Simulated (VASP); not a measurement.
# Bi (Pm-3n) in VASP: single point with r2SCAN

Aim: the single point of Bi with r2SCAN.

All numbers are computed with VASP 6.6.1; they aren't measurements. Logs are shortened: lines on timing, memory, paths and dates and some standing lists are left out, and cuts for length are marked.

## (1) The cell of the first run

The structure is cubic, space group Pm-3n (No. 223). Conventional cell: a = 6.351 Å, b = 6.351 Å, c = 6.351 Å, α = 90.00°, β = 90.00°, γ = 90.00°. Bi (site symmetry m-3) has 12 Bi at 3.55 Å within 4.7 Å. Bi (site symmetry -4m2) has 14 Bi at 3.18 to 3.89 Å within 4.2 Å.

## (2) Single point, r2SCAN

The input, POSCAR:

```
Bi
1.0
    6.3512512985      0.0000000000      0.0000000000
    0.0000000000      6.3512512985      0.0000000000
    0.0000000000      0.0000000000      6.3512512985
Bi
8
Direct
    0.5000000000      0.5000000000      0.5000000000
    0.0000000000      0.0000000000      0.0000000000
    0.2500000000      0.0000000000      0.5000000000
    0.5000000000      0.2500000000      0.0000000000
    0.5000000000      0.7500000000      0.0000000000
    0.7500000000      0.0000000000      0.5000000000
    0.0000000000      0.5000000000      0.7500000000
    0.0000000000      0.5000000000      0.2500000000
```

The input, INCAR.step1:

```
SYSTEM = Bi
PREC     = Accurate       ! precision mode
ENCUT    = 520            ! plane-wave cutoff, eV
ISMEAR   = 0              ! smearing method
SIGMA    = 0.1            ! smearing width, eV
LREAL    = .False.        ! projectors in reciprocal space
LASPH    = .True.         ! aspherical terms in the spheres
NELM     = 60             ! most SCF steps
NBANDS   = 70             ! bands
GGA      = PE             ! functional
ALGO     = Normal         ! electronic algorithm
EDIFF    = 1E-4           ! SCF threshold, eV
LWAVE    = .True.         ! write WAVECAR
LCHARG   = .False.        ! write CHGCAR
```

The input, INCAR.step2:

```
SYSTEM = Bi
PREC     = Accurate       ! precision mode
ENCUT    = 520            ! plane-wave cutoff, eV
EDIFF    = 1E-6           ! SCF threshold, eV
ISMEAR   = 0              ! smearing method
SIGMA    = 0.1            ! smearing width, eV
LREAL    = .False.        ! projectors in reciprocal space
LASPH    = .True.         ! aspherical terms in the spheres
NELM     = 60             ! most SCF steps
ALGO     = Normal         ! electronic algorithm
ISIF     = 2              ! what is computed and relaxed
LWAVE    = .False.        ! write WAVECAR
LCHARG   = .False.        ! write CHGCAR
METAGGA  = R2SCAN         ! meta-GGA
LMIXTAU  = .True.       
NBANDS   = 70             ! bands
ISTART   = 1
```

The input, KPOINTS:

```
Automatic mesh
0
Gamma
  6 6 6
  0 0 0
```

Potentials or basis: VASP PAW PBE potentials, release 64 (Bi_d).

Started as:

```
$ cat potpaw_PBE.64/Bi_d/POTCAR > POTCAR
$ cp INCAR.step1 INCAR
$ mpirun -np 1 vasp_std > vasp.out
$ cp INCAR.step2 INCAR
$ mpirun -np 1 vasp_std > vasp.out
```

OUTCAR:

```text
SYSTEM = Bi
   PREC = Accurate
   ENCUT = 520
   EDIFF = 1E-6
   ISMEAR = 0
   LREAL = .False.
   LASPH = .True.
   NELM = 60
   ISIF = 2
   METAGGA = R2SCAN
   ISTART = 1

 ion  position               nearest neighbor table
   1  0.500  0.500  0.500-   3 3.55   4 3.55   5 3.55   6 3.55   7 3.55   8 3.55   4 3.55   5 3.55
                             3 3.55   6 3.55   7 3.55   8 3.55
   2  0.000  0.000  0.000-   3 3.55   4 3.55   5 3.55   6 3.55   7 3.55   8 3.55   3 3.55   6 3.55
                             7 3.55   8 3.55   4 3.55   5 3.55
   3  0.250  0.000  0.500-   6 3.18   6 3.18   1 3.55   2 3.55   1 3.55   2 3.55   8 3.89   5 3.89
                             4 3.89   5 3.89   4 3.89   7 3.89   8 3.89   7 3.89
   4  0.500  0.250  0.000-   5 3.18   5 3.18   1 3.55   1 3.55   2 3.55   2 3.55   8 3.89   3 3.89
                             3 3.89   6 3.89   6 3.89   7 3.89   7 3.89   8 3.89
   5  0.500  0.750  0.000-   4 3.18   4 3.18   1 3.55   1 3.55   2 3.55   2 3.55   8 3.89   3 3.89
                             3 3.89   6 3.89   6 3.89   7 3.89   7 3.89   8 3.89
   6  0.750  0.000  0.500-   3 3.18   3 3.18   1 3.55   2 3.55   1 3.55   2 3.55   8 3.89   4 3.89
                             4 3.89   5 3.89   5 3.89   7 3.89   8 3.89   7 3.89
   7  0.000  0.500  0.750-   8 3.18   8 3.18   1 3.55   2 3.55   2 3.55   1 3.55   3 3.89   4 3.89
                             5 3.89   3 3.89   6 3.89   6 3.89   4 3.89   5 3.89
   8  0.000  0.500  0.250-   7 3.18   7 3.18   1 3.55   2 3.55   2 3.55   1 3.55   3 3.89   4 3.89
                             5 3.89   3 3.89   6 3.89   6 3.89   4 3.89   5 3.89

  LATTYP: Found a simple cubic cell.
 ALAT       =     6.3512512985

  Lattice vectors:

 A1 = (   6.3512512985,   0.0000000000,   0.0000000000)
 A2 = (   0.0000000000,   6.3512512985,   0.0000000000)
 A3 = (   0.0000000000,   0.0000000000,   6.3512512985)

Analysis of symmetry for initial positions (statically):
=====================================================================
 Subroutine PRICEL returns:
 Original cell was already a primitive cell.

 Routine SETGRP: Setting up the symmetry group for a
 simple cubic supercell.

 Subroutine GETGRP returns: Found 48 space group operations
 (whereof 24 operations were pure point group operations)
 out of a pool of 48 trial point group operations.

The static configuration has the point symmetry T_h .
 The point group associated with its full space group is O_h .

Analysis of symmetry for dynamics (positions and initial velocities):
=====================================================================
 Subroutine PRICEL returns:
 Original cell was already a primitive cell.

 Routine SETGRP: Setting up the symmetry group for a
 simple cubic supercell.

 Subroutine GETGRP returns: Found 48 space group operations
 (whereof 24 operations were pure point group operations)
 out of a pool of 48 trial point group operations.

The dynamic configuration has the point symmetry T_h .
 The point group associated with its full space group is O_h .

 Subroutine INISYM returns: Found 48 space group operations
 (whereof 24 operations are pure point group operations),
 and found     1 'primitive' translations

----------------------------------------------------------------------------------------

                                     Primitive cell

  volume of cell :     256.1993

  direct lattice vectors                    reciprocal lattice vectors
     6.351251299  0.000000000  0.000000000     0.157449289  0.000000000  0.000000000
     0.000000000  6.351251299  0.000000000     0.000000000  0.157449289  0.000000000
     0.000000000  0.000000000  6.351251299     0.000000000  0.000000000  0.157449289

  length of vectors
     6.351251299  6.351251299  6.351251299     0.157449289  0.157449289  0.157449289

  position of ions in fractional coordinates (direct lattice)
     0.500000000  0.500000000  0.500000000
     0.000000000  0.000000000  0.000000000
     0.250000000  0.000000000  0.500000000
     0.500000000  0.250000000  0.000000000
     0.500000000  0.750000000  0.000000000
     0.750000000  0.000000000  0.500000000
     0.000000000  0.500000000  0.750000000
     0.000000000  0.500000000  0.250000000

  ion indices of the primitive-cell ions
   primitive index   ion index
                 1           1
                 2           2
                 3           3
                 4           4
                 5           5
                 6           6
                 7           7
                 8           8

----------------------------------------------------------------------------------------

 KPOINTS: Automatic mesh

Automatic generation of k-mesh.
 Grid dimensions read from file:
 generate k-points for:    6    6    6

 Generating k-lattice:

  Cartesian coordinates                     Fractional coordinates (reciprocal lattice)
     0.026241548  0.000000000  0.000000000     0.166666667  0.000000000  0.000000000
     0.000000000  0.026241548  0.000000000     0.000000000  0.166666667  0.000000000
     0.000000000  0.000000000  0.026241548     0.000000000  0.000000000  0.166666667

  Length of vectors
     0.026241548  0.026241548  0.026241548

  Shift w.r.t. Gamma in fractional coordinates (k-lattice)
     0.000000000  0.000000000  0.000000000

 Subroutine IBZKPT returns following result:
 ===========================================

 Found     20 irreducible k-points:

 Following reciprocal coordinates:
            Coordinates               Weight
  0.000000  0.000000  0.000000      1.000000
  0.166667  0.000000  0.000000      6.000000
  0.333333  0.000000  0.000000      6.000000
  0.500000  0.000000  0.000000      3.000000
  0.166667  0.166667  0.000000     12.000000
  0.333333  0.166667  0.000000     24.000000
[... 12 lines left out ...]
  0.500000  0.500000  0.333333      6.000000
  0.500000  0.500000  0.500000      1.000000
   k-points           NKPTS =     20   k-points in BZ     NKDIM =     20   number of bands    NBANDS=     70
   number of dos      NEDOS =    301   number of ions     NIONS =      8
   total plane-waves  NPLWV = 110592
   dimension x,y,z NGX =    48 NGY =   48 NGZ =   48
   dimension x,y,z NGXF=    96 NGYF=   96 NGZF=   96
   ions per type =               8
   NGX,Y,Z   is equivalent  to a cutoff of  12.56, 12.56, 12.56 a.u.
   NGXF,Y,Z  is equivalent  to a cutoff of  25.13, 25.13, 25.13 a.u.
 SYSTEM =  Bi
   PREC   = accura    normal or accurate (medium, high low for compatibility)
   ISTART =      1    job   : 0-new  1-cont  2-samecut
   ICHARG =      0    charge: 1-file 2-atom 10-const
   ISPIN  =      1    spin polarized calculation?
   LNONCOLLINEAR =      F non collinear calculations
   LSORBIT =      F    spin-orbit coupling
   LASPH  =      T    aspherical Exc in radial PAW
   ENCUT  =  520.0 eV  38.22 Ry    6.18 a.u.  11.81 11.81 11.81*2*pi/ulx,y,z
   NELM   =     60;   NELMIN=  2; NELMDL=  0     # of ELM steps
   EDIFF  = 0.1E-05   stopping-criterion for ELM
   LREAL  =      F    real-space projection
[... 7 lines left out ...]
   TEBEG  =    0.0;   TEEND  =   0.0 temperature during run
   PSTRESS=    0.0 pullay stress
   NELECT =     120.0000    total number of electrons
   NUPDOWN=      -1.0000    fix difference up-down
   EMIN   =  10.00;   EMAX   =-10.00  energy-range for DOS
   EFERMI =   0.00;   METHOD = LEGACY
   ISMEAR =     0;   SIGMA  =   0.10  broadening in eV -4-tet -1-fermi 0-gaus
   EFERMI_NEDOS =   21; number of points for ismear=-14 and -15
   IALGO  =     38    algorithm
   IMIX   =      4    mixing-type and parameters
     AMIX     =   0.40;   BMIX     =  1.00
     AMIX_MAG =   1.60;   BMIX_MAG =  1.00
  volume/ion in A,a.u.               =      32.02       216.11
  Fermi-wavevector in a.u.,A,eV,Ry     =   1.271382  2.402563 21.992612  1.616411
  Thomas-Fermi vector in A             =   2.404318
   LORBIT       =      0    0 simple, 1 ext, 2 COOP (PROOUT), +10 PAW based schemes
   METAGGA = R2SCAN    functional components
   LHFCALC =     F    Hartree Fock is set to
   AEXX    =    0.0000 exact exchange contribution
   IVDW    =     0    specifies the selected vdW correction
   LEPSILON=     F    determine dielectric tensor
   LRPA    =     F    only Hartree local field effects (RPA)
 non-spin polarized calculation
 Gauss-broadening in eV      SIGMA  =   0.10
  energy-cutoff  :      520.00
  volume of cell :      256.20
 maximum number of plane-waves:      6931
 NGX is ok and might be reduce to    48
   NGX = 23   NGY = 23   NGZ = 23

 number of electron     120.0000087 magnetization

 Free energy of the ion-electron system (eV)
  ---------------------------------------------------
  ext. energy  EPLUGINS =         0.00000000
  ---------------------------------------------------
  free energy    TOTEN  =      -464.94851067 eV

  energy without entropy =     -464.90764911  energy(sigma->0) =     -464.92807989

 E-fermi :   7.5702     XC(G=0): -10.9199

 val. band max:        7.5672341881   @ k =   0.5000   0.1667   0.0000
 cond. band min:       7.6125032369   @ k =   0.5000   0.1667   0.0000
 fundamental gap:      0.0452690488
 Fermi energy:         7.5701607623

 k-point     1 :       0.0000    0.0000    0.0000
  band No.  band energies     occupation
      1     -16.3698      2.00000
      2     -16.3650      2.00000
      3     -16.3650      2.00000
      4     -16.2863      2.00000
      5     -16.2863      2.00000
      6     -16.2565      2.00000
[... 62 lines left out ...]
     69      10.5713      0.00000
     70      13.3558      0.00000

 k-point     2 :       0.1667    0.0000    0.0000
  band No.  band energies     occupation
      1     -16.3678      2.00000
      2     -16.3648      2.00000
      3     -16.3414      2.00000
      4     -16.2857      2.00000
      5     -16.2842      2.00000
      6     -16.2712      2.00000
[... 1306 lines left out ...]
 k-point    20 :       0.5000    0.5000    0.5000
  band No.  band energies     occupation
      1     -16.2868      2.00000
      2     -16.2868      2.00000
      3     -16.2868      2.00000
      4     -16.2868      2.00000
      5     -16.2756      2.00000
      6     -16.2756      2.00000
[... 62 lines left out ...]
     69       8.4437      0.00000
     70       8.4437      0.00000

------------------------ aborting loop because EDIFF is reached ----------------------------------------

  FORCE on cell =-STRESS in cart. coord.  units (eV):
  Direction    XX          YY          ZZ          XY          YZ          ZX
  --------------------------------------------------------------------------------------
  -------------------------------------------------------------------------------------
  Total       -0.0733348     -0.0733348     -0.0733348     -0.0000000      0.0000000      0.0000000
  in kB       -0.4586093     -0.4586093     -0.4586093     -0.0000000      0.0000000      0.0000000
  external PRESSURE =      -0.4586093 kB  Pullay stress =       0.0000000 kB

 VOLUME and BASIS-vectors are now :
 -----------------------------------------------------------------------------
  energy-cutoff  :      520.00
  volume of cell :      256.20
      direct lattice vectors                 reciprocal lattice vectors
     6.351251299  0.000000000  0.000000000     0.157449289  0.000000000  0.000000000
     0.000000000  6.351251299  0.000000000     0.000000000  0.157449289  0.000000000
     0.000000000  0.000000000  6.351251299     0.000000000  0.000000000  0.157449289

 POSITION                                       TOTAL-FORCE (eV/Angst)
 -----------------------------------------------------------------------------------
      3.17563      3.17563      3.17563         0.000000      0.000000     -0.000000
      0.00000      0.00000      0.00000         0.000000      0.000000     -0.000000
      1.58781      0.00000      3.17563         0.000000     -0.000000      0.000000
      3.17563      1.58781      0.00000        -0.000000     -0.000000     -0.000000
      3.17563      4.76344      0.00000         0.000000      0.000000      0.000000
      4.76344      0.00000      3.17563        -0.000000     -0.000000     -0.000000
      0.00000      3.17563      4.76344        -0.000000      0.000000      0.000000
      0.00000      3.17563      1.58781         0.000000     -0.000000     -0.000000
 -----------------------------------------------------------------------------------
    total drift:                                0.000000     -0.000000      0.000000

  FREE ENERGIE OF THE ION-ELECTRON SYSTEM (eV)
  ---------------------------------------------------
  free  energy   TOTEN  =      -464.9485106682 eV

  energy  without entropy=     -464.9076491081  energy(sigma->0) =     -464.92807989
```

It took 28 min on 1 thread of Intel Xeon 8259CL, shared host; peak memory 0.51 GiB.

Results:

```
Free energy            : -464.9485 eV
Pressure               : 0.0 GPa
Band gap on the k mesh : zero (bands 60 and 61 overlap by 0.50 eV)
```

Levels at points of the mesh, in eV from the Fermi level:
```
           k point  band 57  band 58  band 59  band 60  band 61  band 62  band 63  band 64
(0.00, 0.00, 0.00)    -2.52    -1.33    -1.33    -1.33     0.85     0.85     0.85     1.40
(0.50, 0.00, 0.00)    -1.01    -1.01    -0.49    -0.49     0.07     0.07     0.91     0.91
(0.50, 0.50, 0.00)    -1.17    -1.17    -0.63    -0.09    -0.01     0.53     1.11     1.11
(0.50, 0.50, 0.50)     0.27     0.27     0.27     0.27     0.27     0.27     0.30     0.30
```

Caveat: the PAW data sets were made with another functional, which shifts forces and pressure a little; spin-orbit coupling is left out, which moves the levels of the heavy elements.

The gap in the log of VASP goes by the Fermi energy; the results here count the filled bands.